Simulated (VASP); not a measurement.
The system is Si2Ni.

```
CELL_PARAMETERS angstrom
0.00000 2.72343 2.72343
2.72343 0.00000 2.72343
2.72343 2.72343 0.00000
ATOMIC_POSITIONS crystal
Si 0.25000 0.25000 0.25000
Si 0.75000 0.75000 0.75000
Ni 0.00000 0.00000 0.00000
```

```yaml
Program: VASP 6.6.1
Task: relaxation of cell and atoms
Functional: LDA
Potentials_or_basis: VASP PAW LDA potentials, release 64 (Si, Ni)
Cutoff: 600 eV
k_mesh: 14 × 14 × 14
Occupations: gaussian, width 0.1 eV
Spin: no spin polarisation
```

At the start: pressure -7.8 GPa; volume 13.47 Å³/atom.

**Question.** How do energy, volume and symmetry change on relaxing?

**Answer.** Over 5 steps the energy falls by 17.0 meV/atom and the volume is 12.79 Å³/atom (-5.0 %); space group Fm-3m (No. 225, to 0.1 Å) before and after.

Step by step:
| step | energy change (eV) | largest force (eV/Å) | pressure (GPa) | volume (Å³) |
| --- | --- | --- | --- | --- |
| 1 | 0.0000 | 0.0000 | -7.81 | 40.40 |
| 2 | -0.0100 | 0.0000 | 8.07 | 36.68 |
| 3 | -0.0511 | 0.0000 | -0.18 | 38.39 |
| 4 | -0.0511 | 0.0000 | 0.08 | 38.35 |
| 5 | -0.0511 | 0.0000 | -0.04 | 38.38 |

Final structure:
```xyz
3
Lattice="0.0000 2.6772 2.6772 2.6772 0.0000 2.6772 2.6772 2.6772 0.0000" Properties=species:S:1:pos:R:3 pbc="T T T"
Si    1.3386    1.3386    1.3386
Si    4.0158    4.0158    4.0158
Ni    0.0000    0.0000    0.0000
```
